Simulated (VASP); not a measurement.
Here is a VASP 6.6.1 calculation.

Contents of INCAR:

```
ALGO = Normal
EDIFF = 1E-6
ENCUT = 520
GGA = PE
ISIF = 2
ISMEAR = 0
LASPH = T
LCHARG = F
LREAL = F
LWAVE = F
NBANDS = 7
NELM = 100
PREC = Accurate
SIGMA = 0.15
```

Contents of KPOINTS:

```
k-points
0
Gamma
  18 18 18
```

POSCAR

```
Mg
1.0
   -1.7594687630      1.7727644967      1.7594687630
    1.7860602304     -1.7727644967      1.7860602304
    1.7594687630      1.7727644967     -1.7594687630
Mg
1
Direct
    0.0000000000      0.0000000000      0.0000000000
```

Potentials or basis: VASP PAW PBE potentials, release 64 (Mg).

The run is started by

```console
$ cat potpaw_PBE.64/Mg/POTCAR > POTCAR
$ mpirun -np 1 vasp_std > vasp.out
```

(1) What does it give for the pressure?

(2) Estimate the band gap on the k mesh.

Results:

(1) 0.9 GPa.

(2) zero (band 1 reaches 6.71 eV, above the bottom of band 2 at 1.79 eV).

Caveat: the cell differs from its parent crystal (strain +0.0150 x Voigt [0, 0, 0, 0, 1, 0]).
